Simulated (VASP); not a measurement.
# LiF (Pm-3m) in VASP: a series of runs

LiF is run at these levels: PBEsol; tasks: single point.

All numbers are computed with VASP 6.6.1; they aren't measurements. Logs are shortened: lines on timing, memory, paths and dates and some standing lists are left out, and cuts for length are marked.

## (1) The cell of the first run

Symmetry: Pm-3m, No. 221, cubic system. Conventional cell: a = 2.326 Å, b = 2.326 Å, c = 2.326 Å, α = 90.00°, β = 90.00°, γ = 90.00°. Within 2.7 Å of F (site symmetry m-3m) lie 8 Li at 2.01 Å and 6 F at 2.33 Å. Li (site symmetry m-3m) has 8 F at 2.01 Å and 6 Li at 2.33 Å within 2.7 Å.

## (2) Single point, PBEsol

INCAR reads:

```
PREC = Accurate
ENCUT = 520
EDIFF = 1E-6
ISMEAR = -1
SIGMA = 0.05
LREAL = F
LASPH = T
NELM = 60
ALGO = Normal
ISIF = 2
LWAVE = F
LCHARG = F
GGA = PS
NBANDS = 12
```

KPOINTS reads:

```
regular mesh
0
Gamma
  10 10 10
```

POSCAR reads:

```
LiF
1.0
    2.3263350019      0.0000000000      0.0000000000
    0.0000000000      2.3263350019      0.0000000000
    0.0000000000      0.0000000000      2.3263350019
F Li
1 1
Direct
    0.5000000000      0.5000000000      0.5000000000
    0.0000000000      0.0000000000      0.0000000000
```

Potentials or basis: VASP PAW PBE potentials, release 64 (F, Li_sv).

On the command line:

```console
cat potpaw_PBE.64/F/POTCAR potpaw_PBE.64/Li_sv/POTCAR > POTCAR
mpirun -np 1 vasp_std > vasp.out
```

OUTCAR:

```text
PREC = Accurate
   ENCUT = 520
   EDIFF = 1E-6
   ISMEAR = -1
   LREAL = F
   LASPH = T
   NELM = 60
   ISIF = 2
   GGA = PS

 ion  position               nearest neighbor table
   1  0.500  0.500  0.500-   2 2.01   2 2.01   2 2.01   2 2.01   2 2.01   2 2.01   2 2.01   2 2.01

   2  0.000  0.000  0.000-   1 2.01   1 2.01   1 2.01   1 2.01   1 2.01   1 2.01   1 2.01   1 2.01

  LATTYP: Found a simple cubic cell.
 ALAT       =     2.3263350019

  Lattice vectors:

 A1 = (   2.3263350019,   0.0000000000,   0.0000000000)
 A2 = (   0.0000000000,   2.3263350019,   0.0000000000)
 A3 = (   0.0000000000,   0.0000000000,   2.3263350019)

Analysis of symmetry for initial positions (statically):
=====================================================================
 Subroutine PRICEL returns:
 Original cell was already a primitive cell.

 Routine SETGRP: Setting up the symmetry group for a
 simple cubic supercell.

 Subroutine GETGRP returns: Found 48 space group operations
 (whereof 48 operations were pure point group operations)
 out of a pool of 48 trial point group operations.

The static configuration has the point symmetry O_h .

Analysis of symmetry for dynamics (positions and initial velocities):
=====================================================================
 Subroutine PRICEL returns:
 Original cell was already a primitive cell.

 Routine SETGRP: Setting up the symmetry group for a
 simple cubic supercell.

 Subroutine GETGRP returns: Found 48 space group operations
 (whereof 48 operations were pure point group operations)
 out of a pool of 48 trial point group operations.

The dynamic configuration has the point symmetry O_h .

 Subroutine INISYM returns: Found 48 space group operations
 (whereof 48 operations are pure point group operations),
 and found     1 'primitive' translations

----------------------------------------------------------------------------------------

                                     Primitive cell

  volume of cell :      12.5897

  direct lattice vectors                    reciprocal lattice vectors
     2.326335002  0.000000000  0.000000000     0.429860703  0.000000000  0.000000000
     0.000000000  2.326335002  0.000000000     0.000000000  0.429860703  0.000000000
     0.000000000  0.000000000  2.326335002     0.000000000  0.000000000  0.429860703

  length of vectors
     2.326335002  2.326335002  2.326335002     0.429860703  0.429860703  0.429860703

  position of ions in fractional coordinates (direct lattice)
     0.500000000  0.500000000  0.500000000
     0.000000000  0.000000000  0.000000000

  ion indices of the primitive-cell ions
   primitive index   ion index
                 1           1
                 2           2

----------------------------------------------------------------------------------------

 KPOINTS: regular mesh

Automatic generation of k-mesh.
 Grid dimensions read from file:
 generate k-points for:   10   10   10

 Generating k-lattice:

  Cartesian coordinates                     Fractional coordinates (reciprocal lattice)
     0.042986070  0.000000000  0.000000000     0.100000000  0.000000000  0.000000000
     0.000000000  0.042986070  0.000000000     0.000000000  0.100000000  0.000000000
     0.000000000  0.000000000  0.042986070     0.000000000  0.000000000  0.100000000

  Length of vectors
     0.042986070  0.042986070  0.042986070

  Shift w.r.t. Gamma in fractional coordinates (k-lattice)
     0.000000000  0.000000000  0.000000000

 Subroutine IBZKPT returns following result:
 ===========================================

 Found     56 irreducible k-points:

 Following reciprocal coordinates:
            Coordinates               Weight
  0.000000  0.000000  0.000000      1.000000
  0.100000  0.000000  0.000000      6.000000
  0.200000  0.000000  0.000000      6.000000
  0.300000  0.000000  0.000000      6.000000
  0.400000  0.000000  0.000000      6.000000
  0.500000  0.000000  0.000000      3.000000
[... 16 lines left out ...]
  0.200000  0.100000  0.100000     24.000000
  0.300000  0.100000  0.100000     24.000000
 [... further k-points ...]
   k-points           NKPTS =     56   k-points in BZ     NKDIM =     56   number of bands    NBANDS=     12
   number of dos      NEDOS =    301   number of ions     NIONS =      2
   total plane-waves  NPLWV =   5832
   dimension x,y,z NGX =    18 NGY =   18 NGZ =   18
   dimension x,y,z NGXF=    36 NGYF=   36 NGZF=   36
   ions per type =               1   1
   NGX,Y,Z   is equivalent  to a cutoff of  12.86, 12.86, 12.86 a.u.
   NGXF,Y,Z  is equivalent  to a cutoff of  25.73, 25.73, 25.73 a.u.
 SYSTEM =  unknown system
   PREC   = accura    normal or accurate (medium, high low for compatibility)
   ISTART =      0    job   : 0-new  1-cont  2-samecut
   ICHARG =      2    charge: 1-file 2-atom 10-const
   ISPIN  =      1    spin polarized calculation?
   LNONCOLLINEAR =      F non collinear calculations
   LSORBIT =      F    spin-orbit coupling
   LASPH  =      T    aspherical Exc in radial PAW
   ENCUT  =  520.0 eV  38.22 Ry    6.18 a.u.   4.33  4.33  4.33*2*pi/ulx,y,z
   NELM   =     60;   NELMIN=  2; NELMDL= -5     # of ELM steps
   EDIFF  = 0.1E-05   stopping-criterion for ELM
   LREAL  =      F    real-space projection
   EDIFFG = 0.1E-04   stopping-criterion for IOM
   NSW    =      0    number of steps for IOM
   IBRION =     -1    ionic relax: 0-MD 1-quasi-New 2-CG
   NFREE  =      0    steps in history (QN), initial steepest desc. (CG)
   ISIF   =      2    stress and relaxation
   ISYM   =      2    0-nonsym 1-usesym 2-fastsym
   POTIM  = 0.5000    time-step for ionic-motion
   TEBEG  =    0.0;   TEEND  =   0.0 temperature during run
   PSTRESS=    0.0 pullay stress
   NELECT =      10.0000    total number of electrons
   NUPDOWN=      -1.0000    fix difference up-down
   EMIN   =  10.00;   EMAX   =-10.00  energy-range for DOS
   EFERMI =   0.00;   METHOD = LEGACY
   ISMEAR =    -1;   SIGMA  =   0.05  broadening in eV -4-tet -1-fermi 0-gaus
   EFERMI_NEDOS =   21; number of points for ismear=-14 and -15
   IALGO  =     38    algorithm
   IMIX   =      4    mixing-type and parameters
     AMIX     =   0.40;   BMIX     =  1.00
     AMIX_MAG =   1.60;   BMIX_MAG =  1.00
  volume/ion in A,a.u.               =       6.29        42.48
  Fermi-wavevector in a.u.,A,eV,Ry     =   1.516128  2.865067 31.274958  2.298645
  Thomas-Fermi vector in A             =   2.625559
   LORBIT       =      0    0 simple, 1 ext, 2 COOP (PROOUT), +10 PAW based schemes
   GGA     = PS    functional components
   LHFCALC =     F    Hartree Fock is set to
   AEXX    =    0.0000 exact exchange contribution
   IVDW    =     0    specifies the selected vdW correction
   LEPSILON=     F    determine dielectric tensor
   LRPA    =     F    only Hartree local field effects (RPA)
 non-spin polarized calculation
  energy-cutoff  :      520.00
  volume of cell :       12.59
 maximum number of plane-waves:       356
 NGX is ok and might be reduce to    18
   NGX =  9   NGY =  9   NGZ =  9

 number of electron      10.0000001 magnetization

 Free energy of the ion-electron system (eV)
  ---------------------------------------------------
  ext. energy  EPLUGINS =         0.00000000
  ---------------------------------------------------
  free energy    TOTEN  =        -9.01566164 eV

  energy without entropy =       -9.01566164  energy(sigma->0) =       -9.01566164

 E-fermi :   3.6561     XC(G=0): -11.6235

 val. band max:        2.4050140764   @ k =   0.5000   0.5000   0.0000
 cond. band min:      12.6156173874   @ k =   0.0000   0.0000   0.0000
 fundamental gap:     10.2106033110
 Fermi energy:         3.6561128091

 k-point     1 :       0.0000    0.0000    0.0000
  band No.  band energies     occupation
      1     -39.7016      2.00000
      2     -19.7451      2.00000
      3       1.3656      2.00000
      4       1.3656      2.00000
      5       1.3656      2.00000
      6      12.6156      0.00000
      7      22.6430      0.00000
      8      22.6430      0.00000
      9      26.6676      0.00000
     10      26.6676      0.00000
     11      26.6676      0.00000
     12      46.3629      0.00000

 k-point     2 :       0.1000    0.0000    0.0000
  band No.  band energies     occupation
      1     -39.6875      2.00000
      2     -19.6827      2.00000
      3       0.8742      2.00000
      4       1.4210      2.00000
      5       1.4210      2.00000
      6      12.8200      0.00000
      7      21.6407      0.00000
      8      22.9182      0.00000
      9      26.5572      0.00000
     10      26.5572      0.00000
     11      28.5022      0.00000
     12      44.6864      0.00000

 k-point     3 :       0.2000    0.0000    0.0000
  band No.  band energies     occupation
      1     -39.6504      2.00000
      2     -19.5133      2.00000
      3      -0.2886      2.00000
      4       1.5689      2.00000
      5       1.5689      2.00000
      6      13.1364      0.00000
      7      20.4471      0.00000
      8      23.7431      0.00000
      9      26.2382      0.00000
     10      26.2382      0.00000
     11      32.1874      0.00000
     12      40.4442      0.00000
[... 286 lines left out ...]
 k-point    23 :       0.2000    0.1000    0.1000
  band No.  band energies     occupation
      1     -39.6247      2.00000
      2     -19.3706      2.00000
      3      -0.1910      2.00000
      4       1.0815      2.00000
      5       1.1610      2.00000
      6      13.7865      0.00000
      7      20.2855      0.00000
      8      21.7613      0.00000
      9      26.2508      0.00000
     10      28.9983      0.00000
     11      32.5819      0.00000
     12      38.4572      0.00000

 k-point    24 :       0.3000    0.1000    0.1000
  band No.  band energies     occupation
      1     -39.5807      2.00000
      2     -19.1339      2.00000
      3      -1.4703      2.00000
      4       1.2158      2.00000
      5       1.3857      2.00000
      6      14.0068      0.00000
      7      19.6252      0.00000
      8      22.0630      0.00000
      9      26.0783      0.00000
     10      28.8277      0.00000
     11      36.2508      0.00000
     12      36.4484      0.00000

 [... further k-points ...]

------------------------ aborting loop because EDIFF is reached ----------------------------------------

  FORCE on cell =-STRESS in cart. coord.  units (eV):
  Direction    XX          YY          ZZ          XY          YZ          ZX
  --------------------------------------------------------------------------------------
  -------------------------------------------------------------------------------------
  Total        2.3612409      2.3612409      2.3612409     -0.0000000      0.0000000      0.0000000
  in kB      300.4928358    300.4928358    300.4928358     -0.0000000      0.0000000      0.0000000
  external PRESSURE =     300.4928358 kB  Pullay stress =       0.0000000 kB

 VOLUME and BASIS-vectors are now :
 -----------------------------------------------------------------------------
  energy-cutoff  :      520.00
  volume of cell :       12.59
      direct lattice vectors                 reciprocal lattice vectors
     2.326335002  0.000000000  0.000000000     0.429860703  0.000000000  0.000000000
     0.000000000  2.326335002  0.000000000     0.000000000  0.429860703  0.000000000
     0.000000000  0.000000000  2.326335002     0.000000000  0.000000000  0.429860703

 POSITION                                       TOTAL-FORCE (eV/Angst)
 -----------------------------------------------------------------------------------
      1.16317      1.16317      1.16317         0.000000      0.000000      0.000000
      0.00000      0.00000      0.00000         0.000000      0.000000      0.000000
 -----------------------------------------------------------------------------------
    total drift:                                0.000000     -0.000000     -0.000000

  FREE ENERGIE OF THE ION-ELECTRON SYSTEM (eV)
  ---------------------------------------------------
  free  energy   TOTEN  =        -9.0156616412 eV

  energy  without entropy=       -9.0156616412  energy(sigma->0) =       -9.01566164
```

Wall time 7.9 s (1 thread of AMD EPYC 7R43 (Zen 3), shared host); peak memory 0.08 GiB.

What came out:

* Free energy: -9.0157 eV
* Band gap on the k mesh: 10.21 eV, indirect (least direct gap 10.98 eV)

Caveat: the cutoff is under 1.25 times the usual one of these potentials, so pressure, stress and relaxed cells hold a basis-set (Pulay) error; the PAW data sets were made with another functional, which shifts forces and pressure a little. A k mesh can miss the band edges.

(Continued in part 2 of 2.)
